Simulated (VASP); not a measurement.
LuBr: single point with LDA

The system is LuBr.

```
CELL_PARAMETERS angstrom
3.60687 0.00000 0.00000
-1.80344 3.12364 0.00000
0.00000 0.00000 9.87175
ATOMIC_POSITIONS crystal
Lu 0.33333 0.66667 0.33099
Lu 0.66667 0.33333 0.83099
Br 0.33333 0.66667 0.04401
Br 0.66667 0.33333 0.54401
```

```json
{
 "Program": "VASP 6.6.1",
 "Task": "single point",
 "Functional": "LDA",
 "Potentials or basis": "VASP PAW PBE potentials, release 64 (Lu, Br)",
 "Cutoff": "520 eV",
 "k mesh": "5 × 5 × 2",
 "Occupations": "fermi-dirac, width 0.1 eV",
 "Spin": "no spin polarisation"
}
```

```json
{
 "Pressure": "-4.5 GPa",
 "Largest force": "0.122 eV/Å",
 "Band gap on the k mesh": "0.57 eV (least direct gap 0.63 eV)"
}
```

Forces in eV/Å, atoms in the order of the input:
```
Lu   0.000  0.000  0.122
Lu   0.000  0.000  0.122
Br   0.000  0.000 -0.122
Br   0.000  0.000 -0.122
```

Stress tensor (GPa, compression positive):
```
-4.24  0.00  0.00
 0.00 -4.24  0.00
 0.00  0.00 -5.10
```

Levels at points of the mesh, in eV from the valence-band top:
```tsv
k point	band 28	band 29	band 30	band 31	band 32	band 33	band 34	band 35	band 36	band 37
(0.00, 0.00, 0.00)	-3.21	-3.03	-3.03	-2.95	-1.36	2.00	2.00	2.14	2.14	2.49
(0.00, 0.00, 0.50)	-3.12	-3.12	-3.12	-2.03	-2.03	2.08	2.08	2.08	2.08	2.20
```

Run time: 54 s on 1 thread of Intel(R) Xeon(R) Platinum 8259CL CPU @ 2.50GHz (Skylake/Cascade Lake), on a shared host, peak memory 0.21 GiB.

Caveat: the cell stands under tension; semilocal functionals underestimate gaps, and a narrow one can read as zero; the PAW data sets were made with another functional, which shifts forces and pressure a little; spin-orbit coupling is left out, which moves the levels of the heavy elements. A k mesh can miss the band edges.
